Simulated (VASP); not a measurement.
Here is a VASP 6.6.1 calculation.

File INCAR:

```
SYSTEM = Rh2Au
PREC     = Accurate       ! precision mode
ENCUT    = 600            ! plane-wave cutoff, eV
EDIFF    = 1E-7           ! SCF threshold, eV
ISMEAR   = -1             ! smearing method
SIGMA    = 0.1            ! smearing width, eV
LREAL    = .False.        ! projectors in reciprocal space
LASPH    = .True.         ! aspherical terms in the spheres
NELM     = 80             ! most SCF steps
ALGO     = Normal         ! electronic algorithm
ISIF     = 3              ! what is computed and relaxed
LWAVE    = .False.        ! write WAVECAR
LCHARG   = .False.        ! write CHGCAR
GGA      = PE             ! functional
IBRION   = 2              ! ionic algorithm
NSW      = 60             ! ionic steps
EDIFFG   = -0.01          ! ionic threshold
```

Contents of KPOINTS:

```
regular mesh
0
Gamma
  6 6 6
  0 0 0
```

POSCAR

```
Rh2Au
1.0
    0.0000000000      2.9950080000      0.0000000000
    2.9950080000      0.0000000000      0.0000000000
    1.4975040000      1.4975040000     -5.3791760000
Rh Au
2 1
Direct
    0.3400000000      0.3400000000      0.3200000000
    0.6600000000      0.6600000000      0.6800000000
    0.0000000000      0.0000000000      0.0000000000
```

Potentials or basis: VASP PAW PBE potentials, release 64 (Rh_pv, Au).

Command:

```sh
$ cat potpaw_PBE.64/Rh_pv/POTCAR potpaw_PBE.64/Au/POTCAR > POTCAR
$ mpirun -np 1 vasp_std > vasp.out
```

(1) Predict the relaxed volume.

(2) What does it give for the relaxed cell?

(3) What does it give for the space group after relaxing (to 0.05 Å)?

Results:

(1) 15.41 Å³/atom.

(2) a = 2.799 Å, b = 2.799 Å, c = 6.223 Å, α = 77.00°, β = 77.00°, γ = 90.00°.

(3) I4/mmm (No. 139).

Caveat: the k points lie up to 0.38 Å⁻¹ apart in the final cell.
